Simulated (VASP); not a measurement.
# BeBr3 (I4/mmm) in VASP: single point with PBE

Aim: the single point of BeBr3 with PBE.

Everything below comes from runs of VASP 6.6.1. Logs are shortened: lines on timing, memory, paths and dates and some standing lists are left out, and cuts for length are marked.

## (1) The cell of the first run

The structure is tetragonal, space group I4/mmm (No. 139). The conventional cell has a = 3.918 Å, b = 3.918 Å, c = 14.894 Å, α = 90.00°, β = 90.00°, γ = 90.00°. Be (site symmetry 4/mmm) has 4 Br at 2.77 Å within 3.7 Å. Within 3.7 Å of Br (site symmetry 4/mmm) lie 4 Be at 2.77 Å. Br (site symmetry -4m2) has 4 Br at 2.77 Å within 3.7 Å.

## (2) Single point, PBE

Contents of INCAR:

```
ALGO = Normal
EDIFF = 1E-7
ENCUT = 520
GGA = PE
ISIF = 2
ISMEAR = 0
LASPH = T
LCHARG = F
LREAL = F
LWAVE = F
NBANDS = 20
NELM = 100
PREC = Accurate
SIGMA = 0.1
```

Contents of KPOINTS:

```
k-points
0
Gamma
  16 16 16
```

Contents of POSCAR:

```
BeBr3
1.0
   -1.9588645070      1.9588645070      7.4470119646
    1.9588645070     -1.9588645070      7.4470119646
    1.9588645070      1.9588645070     -7.4470119646
Be Br
1 3
Direct
    0.0000000000      0.0000000000      0.0000000000
    0.5000000000      0.5000000000      0.0000000000
    0.2500000000      0.7500000000      0.5000000000
    0.7500000000      0.2500000000      0.5000000000
```

Potentials or basis: VASP PAW PBE potentials, release 64 (Be, Br).

Started as:

```
cat potpaw_PBE.64/Be/POTCAR potpaw_PBE.64/Br/POTCAR > POTCAR
mpirun -np 1 vasp_std > vasp.out
```

OUTCAR:

```text
EDIFF = 1E-7
   ENCUT = 520
   GGA = PE
   ISIF = 2
   ISMEAR = 0
   LASPH = T
   LREAL = F
   NELM = 100
   PREC = Accurate

 ion  position               nearest neighbor table
   1  0.000  0.000  0.000-
   2  0.500  0.500  0.000-
   3  0.250  0.750  0.500-   4 2.77   4 2.77   4 2.77   4 2.77
   4  0.750  0.250  0.500-   3 2.77   3 2.77   3 2.77   3 2.77

  LATTYP: Found a body centered tetragonal cell.
 ALAT       =     3.9177290140
 C/A-ratio  =     3.8016983502

  Lattice vectors:

 A1 = (  -1.9588645070,   1.9588645070,   7.4470119646)
 A2 = (   1.9588645070,  -1.9588645070,   7.4470119646)
 A3 = (   1.9588645070,   1.9588645070,  -7.4470119646)

Analysis of symmetry for initial positions (statically):
=====================================================================
 Subroutine PRICEL returns:
 Original cell was already a primitive cell.

 Routine SETGRP: Setting up the symmetry group for a
 body centered tetragonal supercell.

 Subroutine GETGRP returns: Found 16 space group operations
 (whereof 16 operations were pure point group operations)
 out of a pool of 16 trial point group operations.

The static configuration has the point symmetry D_4h.

Analysis of symmetry for dynamics (positions and initial velocities):
=====================================================================
 Subroutine PRICEL returns:
 Original cell was already a primitive cell.

 Routine SETGRP: Setting up the symmetry group for a
 body centered tetragonal supercell.

 Subroutine GETGRP returns: Found 16 space group operations
 (whereof 16 operations were pure point group operations)
 out of a pool of 16 trial point group operations.

The dynamic configuration has the point symmetry D_4h.

 Subroutine INISYM returns: Found 16 space group operations
 (whereof 16 operations are pure point group operations),
 and found     1 'primitive' translations

----------------------------------------------------------------------------------------

                                     Primitive cell

  volume of cell :     114.3012

  direct lattice vectors                    reciprocal lattice vectors
    -1.958864507  1.958864507  7.447011965     0.000000000  0.255249916  0.067141023
     1.958864507 -1.958864507  7.447011965     0.255249916  0.000000000  0.067141023
     1.958864507  1.958864507 -7.447011965     0.255249916  0.255249916  0.000000000

  length of vectors
     7.945582893  7.945582893  7.945582893     0.263932636  0.263932636  0.360977892

  position of ions in fractional coordinates (direct lattice)
     0.000000000  0.000000000  0.000000000
     0.500000000  0.500000000  0.000000000
     0.250000000  0.750000000  0.500000000
     0.750000000  0.250000000  0.500000000

  ion indices of the primitive-cell ions
   primitive index   ion index
                 1           1
                 2           2
                 3           3
                 4           4

----------------------------------------------------------------------------------------

 KPOINTS: k-points

Automatic generation of k-mesh.
 Grid dimensions read from file:
 generate k-points for:   16   16   16

 Generating k-lattice:

  Cartesian coordinates                     Fractional coordinates (reciprocal lattice)
     0.000000000  0.015953120  0.004196314     0.062500000  0.000000000  0.000000000
     0.015953120  0.000000000  0.004196314     0.000000000  0.062500000  0.000000000
     0.015953120  0.015953120  0.000000000     0.000000000  0.000000000  0.062500000

  Length of vectors
     0.016495790  0.016495790  0.022561118

  Shift w.r.t. Gamma in fractional coordinates (k-lattice)
     0.000000000  0.000000000  0.000000000

 Subroutine IBZKPT returns following result:
 ===========================================

 Found    349 irreducible k-points:

 Following reciprocal coordinates:
            Coordinates               Weight
  0.000000  0.000000  0.000000      1.000000
  0.062500  0.000000 -0.000000      8.000000
  0.125000  0.000000 -0.000000      8.000000
  0.187500  0.000000 -0.000000      8.000000
  0.250000  0.000000 -0.000000      8.000000
  0.312500  0.000000 -0.000000      8.000000
[... 16 lines left out ...]
 -0.125000  0.062500  0.000000     16.000000
 -0.062500  0.062500  0.000000      4.000000
 [... further k-points ...]
   k-points           NKPTS =    349   k-points in BZ     NKDIM =    349   number of bands    NBANDS=     20
   number of dos      NEDOS =    301   number of ions     NIONS =      4
   total plane-waves  NPLWV = 216000
   dimension x,y,z NGX =    60 NGY =   60 NGZ =   60
   dimension x,y,z NGXF=   120 NGYF=  120 NGZF=  120
   ions per type =               1   3
   NGX,Y,Z   is equivalent  to a cutoff of  12.55, 12.55, 12.55 a.u.
   NGXF,Y,Z  is equivalent  to a cutoff of  25.11, 25.11, 25.11 a.u.
 SYSTEM =  unknown system
   PREC   = accura    normal or accurate (medium, high low for compatibility)
   ISTART =      0    job   : 0-new  1-cont  2-samecut
   ICHARG =      2    charge: 1-file 2-atom 10-const
   ISPIN  =      1    spin polarized calculation?
   LNONCOLLINEAR =      F non collinear calculations
   LSORBIT =      F    spin-orbit coupling
   LASPH  =      T    aspherical Exc in radial PAW
   ENCUT  =  520.0 eV  38.22 Ry    6.18 a.u.  14.77 14.77 14.77*2*pi/ulx,y,z
   NELM   =    100;   NELMIN=  2; NELMDL= -5     # of ELM steps
   EDIFF  = 0.1E-06   stopping-criterion for ELM
   LREAL  =      F    real-space projection
   EDIFFG = 0.1E-05   stopping-criterion for IOM
   NSW    =      0    number of steps for IOM
   IBRION =     -1    ionic relax: 0-MD 1-quasi-New 2-CG
   NFREE  =      0    steps in history (QN), initial steepest desc. (CG)
   ISIF   =      2    stress and relaxation
   ISYM   =      2    0-nonsym 1-usesym 2-fastsym
   POTIM  = 0.5000    time-step for ionic-motion
   TEBEG  =    0.0;   TEEND  =   0.0 temperature during run
   PSTRESS=    0.0 pullay stress
   NELECT =      23.0000    total number of electrons
   NUPDOWN=      -1.0000    fix difference up-down
   EMIN   =  10.00;   EMAX   =-10.00  energy-range for DOS
   EFERMI =   0.00;   METHOD = LEGACY
   ISMEAR =     0;   SIGMA  =   0.10  broadening in eV -4-tet -1-fermi 0-gaus
   EFERMI_NEDOS =   21; number of points for ismear=-14 and -15
   IALGO  =     38    algorithm
   IMIX   =      4    mixing-type and parameters
     AMIX     =   0.40;   BMIX     =  1.00
     AMIX_MAG =   1.60;   BMIX_MAG =  1.00
  volume/ion in A,a.u.               =      28.58       192.84
  Fermi-wavevector in a.u.,A,eV,Ry     =   0.959328  1.812867 12.521583  0.920310
  Thomas-Fermi vector in A             =   2.088514
   LORBIT       =      0    0 simple, 1 ext, 2 COOP (PROOUT), +10 PAW based schemes
   GGA     = PE    functional components
   LHFCALC =     F    Hartree Fock is set to
   AEXX    =    0.0000 exact exchange contribution
   IVDW    =     0    specifies the selected vdW correction
   LEPSILON=     F    determine dielectric tensor
   LRPA    =     F    only Hartree local field effects (RPA)
 non-spin polarized calculation
 Gauss-broadening in eV      SIGMA  =   0.10
  energy-cutoff  :      520.00
  volume of cell :      114.30
 maximum number of plane-waves:      3114
   NGX = 29   NGY = 29   NGZ = 29

 number of electron      22.9999998 magnetization

 Free energy of the ion-electron system (eV)
  ---------------------------------------------------
  ext. energy  EPLUGINS =         0.00000000
  ---------------------------------------------------
  free energy    TOTEN  =        -7.02102905 eV

  energy without entropy =       -7.01276118  energy(sigma->0) =       -7.01689511

 E-fermi :   1.8756     XC(G=0):  -8.1079

 val. band max:        1.8738013217   @ k =  -0.1250   0.1875   0.0625
 cond. band min:       1.8759310270   @ k =   0.1875   0.1250  -0.0000
 fundamental gap:      0.0021297053
 Fermi energy:         1.8755964034

 k-point     1 :       0.0000    0.0000    0.0000
  band No.  band energies     occupation
      1     -15.0927      2.00000
      2     -14.0832      2.00000
      3     -11.4670      2.00000
      4      -3.1793      2.00000
      5      -3.1793      2.00000
      6      -3.1314      2.00000
[... 12 lines left out ...]
     19       7.2670      0.00000
     20      10.9143      0.00000

 k-point     2 :       0.0625    0.0000   -0.0000
  band No.  band energies     occupation
      1     -15.0667      2.00000
      2     -14.0761      2.00000
      3     -11.5166      2.00000
      4      -3.1454      2.00000
      5      -3.1451      2.00000
      6      -3.0996      2.00000
[... 12 lines left out ...]
     19       7.5594      0.00000
     20      10.7627      0.00000

 k-point     3 :       0.1250    0.0000   -0.0000
  band No.  band energies     occupation
      1     -14.9890      2.00000
      2     -14.0556      2.00000
      3     -11.6605      2.00000
      4      -3.0451      2.00000
      5      -3.0440      2.00000
      6      -3.0049      2.00000
[... 12 lines left out ...]
     19       7.9868      0.00000
     20      10.4779      0.00000

 k-point     4 :       0.1875    0.0000   -0.0000
  band No.  band energies     occupation
      1     -14.8609      2.00000
      2     -14.0245      2.00000
      3     -11.8854      2.00000
      4      -2.9232      2.00000
      5      -2.8791      2.00000
      6      -2.8756      2.00000
[... 12 lines left out ...]
     19       8.5710      0.00000
     20      10.2647      0.00000

 k-point     5 :       0.2500    0.0000   -0.0000
  band No.  band energies     occupation
      1     -14.6843      2.00000
      2     -13.9871      2.00000
      3     -12.1728      2.00000
      4      -3.2891      2.00000
      5      -2.6767      2.00000
      6      -2.6414      2.00000
[... 12 lines left out ...]
     19       9.3161      0.00000
     20      10.1954      0.00000
[... 353 lines left out ...]
      6      -2.6495      2.00000
[... 12 lines left out ...]
     19       9.4330      0.00000
     20       9.9536      0.00000

 k-point    22 :      -0.1875    0.0625    0.0000
  band No.  band energies     occupation
      1     -14.8369      2.00000
      2     -14.0169      2.00000
      3     -11.9165      2.00000
      4      -3.2693      2.00000
      5      -2.8903      2.00000
      6      -2.8009      2.00000
[... 12 lines left out ...]
     19       8.7281      0.00000
     20      10.0632      0.00000

 k-point    23 :      -0.1250    0.0625    0.0000
  band No.  band energies     occupation
      1     -14.9640      2.00000
      2     -14.0481      2.00000
      3     -11.7009      2.00000
      4      -3.3086      2.00000
      5      -2.9934      2.00000
      6      -2.7053      2.00000
[... 12 lines left out ...]
     19       8.1813      0.00000
     20      10.2889      0.00000

 k-point    24 :      -0.0625    0.0625    0.0000
  band No.  band energies     occupation
      1     -15.0410      2.00000
      2     -14.0688      2.00000
      3     -11.5637      2.00000
      4      -3.2654      2.00000
      5      -3.0763      2.00000
      6      -2.9548      2.00000
[... 12 lines left out ...]
     19       7.7807      0.00000
     20      10.5780      0.00000

 [... further k-points ...]
[... 5 lines left out ...]
  --------------------------------------------------------------------------------------
  -------------------------------------------------------------------------------------
  Total        0.0354245      0.0354245     -0.0070593      0.0000000      0.0000000      0.0000000
  in kB        0.4965505      0.4965505     -0.0989519      0.0000000      0.0000000      0.0000000
  external PRESSURE =       0.2980497 kB  Pullay stress =       0.0000000 kB

 VOLUME and BASIS-vectors are now :
 -----------------------------------------------------------------------------
  energy-cutoff  :      520.00
  volume of cell :      114.30
      direct lattice vectors                 reciprocal lattice vectors
    -1.958864507  1.958864507  7.447011965     0.000000000  0.255249916  0.067141023
     1.958864507 -1.958864507  7.447011965     0.255249916  0.000000000  0.067141023
     1.958864507  1.958864507 -7.447011965     0.255249916  0.255249916  0.000000000

 POSITION                                       TOTAL-FORCE (eV/Angst)
 -----------------------------------------------------------------------------------
      0.00000      0.00000      0.00000        -0.000000      0.000000     -0.000000
      0.00000      0.00000      7.44701        -0.000000      0.000000     -0.000000
      1.95886     -0.00000      3.72351        -0.000000     -0.000000      0.000000
     -0.00000      1.95886      3.72351         0.000000     -0.000000     -0.000000
 -----------------------------------------------------------------------------------
    total drift:                               -0.000000     -0.000000      0.000000

  FREE ENERGIE OF THE ION-ELECTRON SYSTEM (eV)
  ---------------------------------------------------
  free  energy   TOTEN  =        -7.0210290488 eV

  energy  without entropy=       -7.0127611766  energy(sigma->0) =       -7.01689511
```

Wall time 45 min (1 thread of Intel Xeon Platinum 8488C (Sapphire Rapids), shared host); peak memory 0.99 GiB.

Results:

```yaml
Free_energy: -7.0210 eV
Pressure: 0.0 GPa
Band_gap_on_the_k_mesh: zero (an odd number of electrons rules out a gap without spin polarisation)
```

Levels at points of the mesh, in eV from the Fermi level:
```tsv
k point	band 8	band 9	band 10	band 11	band 12	band 13	band 14	band 15
(0.00, 0.00, 0.00)	-3.75	-3.08	-1.55	-1.08	0.80	0.80	2.99	4.93
(0.50, 0.00, 0.00)	-2.96	-2.94	-2.91	-2.90	-2.54	1.62	1.89	2.15
(0.50, 0.50, 0.00)	-3.04	-2.66	-2.56	-1.47	1.96	1.96	2.50	5.64
(0.50, 0.50, 0.50)	-3.73	-3.73	-1.30	-1.07	0.81	0.81	2.64	4.72
```

Caveat: an odd number of electrons without spin polarisation forces a metal; a magnetic or distorted state may lie lower.
